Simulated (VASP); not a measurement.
# Pd (P6_3/mmc) in VASP: relaxation of cell and atoms with PBEsol

Aim: the relaxation of cell and atoms of Pd with PBEsol.

Everything below comes from runs of VASP 6.6.1. Logs are shortened: lines on timing, memory, paths and dates and some standing lists are left out, and cuts for length are marked.

## 1. The cell of the first run

Symmetry: P6_3/mmc, No. 194, hexagonal system. Conventional cell: a = 2.750 Å, b = 2.750 Å, c = 9.078 Å, α = 90.00°, β = 90.00°, γ = 120.00°. Within 3.6 Å of Pd (site symmetry -3m) lie 12 Pd at 2.75 to 2.77 Å. Pd (site symmetry -6m2) has 12 Pd at 2.75 to 2.77 Å within 3.6 Å.

This isn't the form of Pd at room conditions, which is fcc.

## 2. Relaxation of cell and atoms, PBEsol, target pressure -2 GPa, at which the enthalpy is minimised

The input, INCAR:

```
ALGO = Fast ; EDIFF = 1E-6
EDIFFG = -0.008 ; ENCUT = 600
GGA = PS ; IBRION = 2
ISIF = 3 ; ISMEAR = 0
LASPH = T ; LCHARG = F
LREAL = F ; LWAVE = F
NELM = 80 ; NSW = 70
PREC = Accurate ; PSTRESS = -20.0
SIGMA = 0.1
```

The input, KPOINTS:

```
k-points
0
Gamma
  18 18 6
```

The input, POSCAR:

```
Pd
1.0
    2.7499584428      0.0000000000      0.0000000000
   -1.3749792214      2.3815338708      0.0000000000
    0.0000000000      0.0000000000      9.0777384059
Pd
4
Direct
    0.0000000000      0.0000000000      0.0000000000
    0.3333333333      0.6666666667      0.2500000000
    0.0000000000      0.0000000000      0.5000000000
    0.6666666667      0.3333333333      0.7500000000
```

Potentials or basis: VASP PAW PBE potentials, release 64 (Pd).

Started as:

```bash
$ cat potpaw_PBE.64/Pd/POTCAR > POTCAR
$ mpirun -np 1 vasp_std > vasp.out
```

OUTCAR:

```text
EDIFF = 1E-6
   EDIFFG = -0.008
   ENCUT = 600
   GGA = PS
   IBRION = 2
   ISIF = 3
   ISMEAR = 0
   LASPH = T
   LREAL = F
   NELM = 80
   NSW = 70
   PREC = Accurate
   PSTRESS = -20.0

 ion  position               nearest neighbor table
   1  0.000  0.000  0.000-   2 2.77   4 2.77   2 2.77   4 2.77   4 2.77   2 2.77
   2  0.333  0.667  0.250-   1 2.77   3 2.77   1 2.77   3 2.77   1 2.77   3 2.77
   3  0.000  0.000  0.500-   2 2.77   4 2.77   2 2.77   4 2.77   4 2.77   2 2.77
   4  0.667  0.333  0.750-   1 2.77   3 2.77   1 2.77   3 2.77   1 2.77   3 2.77

  LATTYP: Found a hexagonal cell.
 ALAT       =     2.7499584428
 C/A-ratio  =     3.3010456684

  Lattice vectors:

 A1 = (   2.7499584428,   0.0000000000,   0.0000000000)
 A2 = (  -1.3749792214,   2.3815338708,   0.0000000000)
 A3 = (   0.0000000000,   0.0000000000,   9.0777384059)

Analysis of symmetry for initial positions (statically):
=====================================================================
 Subroutine PRICEL returns:
 Original cell was already a primitive cell.

 Routine SETGRP: Setting up the symmetry group for a
 hexagonal supercell.

 Subroutine GETGRP returns: Found 24 space group operations
 (whereof 12 operations were pure point group operations)
 out of a pool of 24 trial point group operations.

The static configuration has the point symmetry D_3d.
 The point group associated with its full space group is D_6h.

Analysis of symmetry for dynamics (positions and initial velocities):
=====================================================================
 Subroutine PRICEL returns:
 Original cell was already a primitive cell.

 Routine SETGRP: Setting up the symmetry group for a
 hexagonal supercell.

 Subroutine GETGRP returns: Found 24 space group operations
 (whereof 12 operations were pure point group operations)
 out of a pool of 24 trial point group operations.

The dynamic configuration has the point symmetry D_3d.
 The point group associated with its full space group is D_6h.

 Subroutine INISYM returns: Found 24 space group operations
 (whereof 12 operations are pure point group operations),
 and found     1 'primitive' translations

----------------------------------------------------------------------------------------

                                     Primitive cell

  volume of cell :      59.4512

  direct lattice vectors                    reciprocal lattice vectors
     2.749958443  0.000000000  0.000000000     0.363641859  0.209948725  0.000000000
    -1.374979221  2.381533871  0.000000000     0.000000000  0.419897450  0.000000000
     0.000000000  0.000000000  9.077738406     0.000000000  0.000000000  0.110159597

  length of vectors
     2.749958443  2.749958443  9.077738406     0.419897450  0.419897450  0.110159597

  position of ions in fractional coordinates (direct lattice)
     0.000000000  0.000000000  0.000000000
     0.333333333  0.666666667  0.250000000
     0.000000000  0.000000000  0.500000000
     0.666666667  0.333333333  0.750000000

  ion indices of the primitive-cell ions
   primitive index   ion index
                 1           1
                 2           2
                 3           3
                 4           4

----------------------------------------------------------------------------------------

 KPOINTS: k-points

Automatic generation of k-mesh.
 Grid dimensions read from file:
 generate k-points for:   18   18    6

 Generating k-lattice:

  Cartesian coordinates                     Fractional coordinates (reciprocal lattice)
     0.020202325  0.011663818  0.000000000     0.055555556  0.000000000  0.000000000
     0.000000000  0.023327636  0.000000000     0.000000000  0.055555556  0.000000000
     0.000000000  0.000000000  0.018359933     0.000000000  0.000000000  0.166666667

  Length of vectors
     0.023327636  0.023327636  0.018359933

  Shift w.r.t. Gamma in fractional coordinates (k-lattice)
     0.000000000  0.000000000  0.000000000

 Subroutine IBZKPT returns following result:
 ===========================================

 Found    148 irreducible k-points:

 Following reciprocal coordinates:
            Coordinates               Weight
  0.000000  0.000000  0.000000      1.000000
  0.055556  0.000000  0.000000      6.000000
  0.111111  0.000000  0.000000      6.000000
  0.166667 -0.000000  0.000000      6.000000
  0.222222 -0.000000  0.000000      6.000000
  0.277778  0.000000  0.000000      6.000000
[... 16 lines left out ...]
  0.333333  0.111111  0.000000     12.000000
  0.388889  0.111111  0.000000     12.000000
 [... further k-points ...]
   k-points           NKPTS =    148   k-points in BZ     NKDIM =    148   number of bands    NBANDS=     24
   number of dos      NEDOS =    301   number of ions     NIONS =      4
   total plane-waves  NPLWV =  46080
   dimension x,y,z NGX =    24 NGY =   24 NGZ =   80
   dimension x,y,z NGXF=    48 NGYF=   48 NGZF=  160
   ions per type =               4
   NGX,Y,Z   is equivalent  to a cutoff of  14.51, 14.51, 14.65 a.u.
   NGXF,Y,Z  is equivalent  to a cutoff of  29.02, 29.02, 29.30 a.u.
 SYSTEM =  unknown system
   PREC   = accura    normal or accurate (medium, high low for compatibility)
   ISTART =      0    job   : 0-new  1-cont  2-samecut
   ICHARG =      2    charge: 1-file 2-atom 10-const
   ISPIN  =      1    spin polarized calculation?
   LNONCOLLINEAR =      F non collinear calculations
   LSORBIT =      F    spin-orbit coupling
   LASPH  =      T    aspherical Exc in radial PAW
   ENCUT  =  600.0 eV  44.10 Ry    6.64 a.u.   5.49  5.49 18.13*2*pi/ulx,y,z
   NELM   =     80;   NELMIN=  2; NELMDL= -5     # of ELM steps
   EDIFF  = 0.1E-05   stopping-criterion for ELM
   LREAL  =      F    real-space projection
   EDIFFG = -.8E-02   stopping-criterion for IOM
   NSW    =     70    number of steps for IOM
   IBRION =      2    ionic relax: 0-MD 1-quasi-New 2-CG
   NFREE  =      1    steps in history (QN), initial steepest desc. (CG)
   ISIF   =      3    stress and relaxation
   ISYM   =      2    0-nonsym 1-usesym 2-fastsym
   POTIM  = 0.5000    time-step for ionic-motion
   TEBEG  =    0.0;   TEEND  =   0.0 temperature during run
   PSTRESS=  -20.0 pullay stress
   NELECT =      40.0000    total number of electrons
   NUPDOWN=      -1.0000    fix difference up-down
   EMIN   =  10.00;   EMAX   =-10.00  energy-range for DOS
   EFERMI =   0.00;   METHOD = LEGACY
   ISMEAR =     0;   SIGMA  =   0.10  broadening in eV -4-tet -1-fermi 0-gaus
   EFERMI_NEDOS =   21; number of points for ismear=-14 and -15
   IALGO  =     68    algorithm
   IMIX   =      4    mixing-type and parameters
     AMIX     =   0.40;   BMIX     =  1.00
     AMIX_MAG =   1.60;   BMIX_MAG =  1.00
  volume/ion in A,a.u.               =      14.86       100.30
  Fermi-wavevector in a.u.,A,eV,Ry     =   1.434525  2.710858 27.998893  2.057861
  Thomas-Fermi vector in A             =   2.553923
   LORBIT       =      0    0 simple, 1 ext, 2 COOP (PROOUT), +10 PAW based schemes
   GGA     = PS    functional components
   LHFCALC =     F    Hartree Fock is set to
   AEXX    =    0.0000 exact exchange contribution
   IVDW    =     0    specifies the selected vdW correction
   LEPSILON=     F    determine dielectric tensor
   LRPA    =     F    only Hartree local field effects (RPA)
 conjugate gradient relaxation of ions
 non-spin polarized calculation
 RMM-DIIS sequential band-by-band and
 Gauss-broadening in eV      SIGMA  =   0.10
  energy-cutoff  :      600.00
  volume of cell :       59.45
 maximum number of plane-waves:      2028
 NGX is ok and might be reduce to    24
   NGX = 11   NGY = 11   NGZ = 37

--------------------------------------- Ionic step        1  -------------------------------------------

 number of electron      39.9999994 magnetization

 Free energy of the ion-electron system (eV)
  ---------------------------------------------------
  ext. energy  EPLUGINS =         0.00000000
  ---------------------------------------------------
  free energy    TOTEN  =       -23.78994478 eV

  energy without entropy =      -23.74046092  energy(sigma->0) =      -23.76520285

------------------------ aborting loop because EDIFF is reached ----------------------------------------

  FORCE on cell =-STRESS in cart. coord.  units (eV):
  Direction    XX          YY          ZZ          XY          YZ          ZX
  --------------------------------------------------------------------------------------
  -------------------------------------------------------------------------------------
  Total       -1.5151378     -1.5151378     -1.4987435      0.0000000      0.0000000      0.0000000
  in kB      -40.8321428    -40.8321428    -40.3903229      0.0000000      0.0000000      0.0000000
  external PRESSURE =     -20.6848695 kB  Pullay stress =     -20.0000000 kB

 VOLUME and BASIS-vectors are now :
 -----------------------------------------------------------------------------
  energy-cutoff  :      600.00
  volume of cell :       59.45
      direct lattice vectors                 reciprocal lattice vectors
     2.749958443  0.000000000  0.000000000     0.363641859  0.209948725  0.000000000
    -1.374979221  2.381533871  0.000000000     0.000000000  0.419897450  0.000000000
     0.000000000  0.000000000  9.077738406     0.000000000  0.000000000  0.110159597
[... 50 lines left out ...]
  FREE ENERGIE OF THE ION-ELECTRON SYSTEM (eV)
  ---------------------------------------------------
  free  energy   TOTEN  =       -23.8042345758 eV

  energy  without entropy=      -23.7568211714  energy(sigma->0) =      -23.78052787

  enthalpy is  TOTEN    =       -24.5259448674 eV   P V=       -0.7217102916

--------------------------------------- Ionic step        3  -------------------------------------------

 number of electron      39.9999994 magnetization

 Free energy of the ion-electron system (eV)
  ---------------------------------------------------
  ext. energy  EPLUGINS =         0.00000000
  ---------------------------------------------------
  free energy    TOTEN  =       -23.80227038 eV

  energy without entropy =      -23.75360539  energy(sigma->0) =      -23.77793788

 E-fermi :   9.6950     XC(G=0): -13.3998

 val. band max:        9.6926507038   @ k =   0.2778   0.1667   0.3333
 cond. band min:       9.6957054627   @ k =   0.5000   0.0000   0.0000
 fundamental gap:      0.0030547589
 Fermi energy:         9.6949708639

 k-point     1 :       0.0000    0.0000    0.0000
  band No.  band energies     occupation
      1       2.4110      2.00000
      2       4.0819      2.00000
      3       4.0897      2.00000
      4       4.3027      2.00000
      5       6.7199      2.00000
      6       6.7454      2.00000
[... 16 lines left out ...]
     23       9.5676      1.92843
     24      10.4988      0.00000
[... 598 lines left out ...]
      2       4.5368      2.00000
      3       4.7208      2.00000
      4       5.2773      2.00000
      5       5.4329      2.00000
      6       5.7671      2.00000
[... 16 lines left out ...]
     23      12.9501      0.00000
     24      15.5191      0.00000

 [... further k-points ...]

------------------------ aborting loop because EDIFF is reached ----------------------------------------

  FORCE on cell =-STRESS in cart. coord.  units (eV):
  Direction    XX          YY          ZZ          XY          YZ          ZX
  --------------------------------------------------------------------------------------
  -------------------------------------------------------------------------------------
  Total       -0.7195437     -0.7195437     -0.7183266     -0.0000000      0.0000000      0.0000000
  in kB      -19.6054663    -19.6054663    -19.5723037     -0.0000000      0.0000000      0.0000000
  external PRESSURE =       0.4055879 kB  Pullay stress =     -20.0000000 kB

 VOLUME and BASIS-vectors are now :
 -----------------------------------------------------------------------------
  energy-cutoff  :      600.00
  volume of cell :       58.80
      direct lattice vectors                 reciprocal lattice vectors
     2.739837502  0.000000000  0.000000000     0.364985149  0.210724274  0.000000000
    -1.369918751  2.372768879  0.000000000     0.000000000  0.421448549  0.000000000
    -0.000000000  0.000000000  9.045037289     0.000000000  0.000000000  0.110557864

 POSITION                                       TOTAL-FORCE (eV/Angst)
 -----------------------------------------------------------------------------------
      0.00000      0.00000      0.00000         0.000000      0.000000     -0.000000
     -0.00000      1.58185      2.26126        -0.000000      0.000000     -0.000000
     -0.00000      0.00000      4.52252         0.000000      0.000000     -0.000000
      1.36992      0.79092      6.78378         0.000000      0.000000      0.000000
 -----------------------------------------------------------------------------------
    total drift:                               -0.000000      0.000000     -0.000000

  FREE ENERGIE OF THE ION-ELECTRON SYSTEM (eV)
  ---------------------------------------------------
  free  energy   TOTEN  =       -23.8022703754 eV

  energy  without entropy=      -23.7536053900  energy(sigma->0) =      -23.77793788

  enthalpy is  TOTEN    =       -24.5362939667 eV   P V=       -0.7340235913

 reached required accuracy - stopping structural energy minimisation
```

It took 5 min on 1 thread of AMD EPYC 9R45 (Zen 5), shared host; peak memory 0.33 GiB.

What came out:

```
Free energy                                                : -23.8023 eV
Relaxed volume                                             : 14.70 Å³/atom
Relaxed cell                                               : a = 2.740 Å, b = 2.740 Å, c = 9.045 Å, α = 90.00°, β = 90.00°, γ = 120.00°
Space group after relaxing (to 0.1 Å)                      : P6_3/mmc (No. 194)
Energy change on relaxing (the run minimises the enthalpy) : -3.1 meV/atom
Ionic steps                                                : 3
Pressure after relaxing                                    : -2.0 GPa
```

The path:
```csv
step,energy change (eV),largest force (eV/Å),pressure (GPa),volume (Å³)
1,0.0000,0.0000,-4.07,59.45
2,-0.0143,0.0000,1.46,57.82
3,-0.0123,0.0000,-1.96,58.80
```

Final structure:
```
CELL_PARAMETERS angstrom
2.73984 0.00000 0.00000
-1.36992 2.37277 0.00000
0.00000 0.00000 9.04504
ATOMIC_POSITIONS crystal
Pd 0.00000 0.00000 0.00000
Pd 0.33333 0.66667 0.25000
Pd 0.00000 0.00000 0.50000
Pd 0.66667 0.33333 0.75000
```

Levels at points of the mesh, in eV from the Fermi level:
| k point | band 16 | band 17 | band 18 | band 19 | band 20 | band 21 | band 22 | band 23 | band 24 |
| --- | --- | --- | --- | --- | --- | --- | --- | --- | --- |
| (0.00, 0.00, 0.00) | -1.53 | -1.53 | -1.07 | -1.07 | -0.71 | -0.71 | -0.13 | -0.13 | 0.80 |
| (0.50, 0.00, 0.00) | 0.01 | 0.08 | 0.18 | 0.20 | 0.21 | 1.36 | 2.31 | 3.70 | 4.16 |
| (0.00, 0.00, 0.50) | -1.31 | -1.31 | -1.31 | -1.04 | -1.04 | -0.38 | -0.38 | -0.38 | -0.38 |
| (0.50, 0.00, 0.50) | -0.52 | 0.02 | 0.02 | 0.18 | 0.18 | 2.43 | 2.43 | 3.81 | 3.81 |

Caveat: the cell is relaxed towards a set pressure, so the run minimises the enthalpy, not the energy; the highest band is partly filled, so the run has too few bands; the PAW data sets were made with another functional, which shifts forces and pressure a little.
